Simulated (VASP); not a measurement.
## Pt: single point with PBEsol

Crystal: Pt.

```
Pt
1.0
     0.00000    1.98727    2.01664
     1.98727    0.00000    2.01664
     1.98727    1.98727    0.00000
Pt
1
Cartesian
  0.0000 0.0000 0.0000
```

This cell differs from its parent crystal: strain +0.015 along x and y, +0.030 along z.

```yaml
Program: VASP 6.6.1
Task: single point
Functional: PBEsol
Potentials_or_basis: VASP PAW PBE potentials, release 64 (Pt)
Cutoff: 520 eV
k_mesh: 20 × 20 × 20
Occupations: gaussian, width 0.15 eV
Spin: no spin polarisation
Dipole_correction: no
Further_INCAR_settings: ALGO = Fast; EDIFF = 1e-07; NBANDS = 11
```

The pressure is -14.5 GPa. The band gap on the k mesh is zero (band 5 reaches 10.58 eV, above the bottom of band 6 at 8.54 eV).

Stress tensor (GPa, compression positive):
```
-14.03   0.00   0.00
  0.00 -14.03   0.00
  0.00   0.00 -15.29
```

Levels at points of the mesh, in eV from the Fermi level:
```csv
k point,band 2,band 3,band 4,band 5,band 6,band 7,band 8,band 9
"(0.00, 0.00, 0.00)",-3.59,-3.43,-3.43,-1.59,-1.40,14.76,19.18,19.52
"(0.50, 0.00, 0.00)",-3.61,-3.45,-0.33,-0.01,0.07,5.39,14.28,18.41
"(0.50, 0.50, 0.00)",-6.10,0.02,0.43,0.43,1.64,8.01,11.33,11.33
"(0.50, 0.00, 0.50)",-6.09,0.00,0.37,0.50,1.90,8.37,11.03,11.11
```

Wall time 95 s on 1 thread of Intel(R) Xeon(R) Platinum 8259CL CPU @ 2.50GHz (Skylake/Cascade Lake) (shared host), peak memory 0.24 GiB.

Caveat: the cell differs from its parent crystal (strain +0.015 along x and y, +0.030 along z); the PAW data sets were made with another functional, which shifts forces and pressure a little; spin-orbit coupling is left out, which moves the levels of the heavy elements.
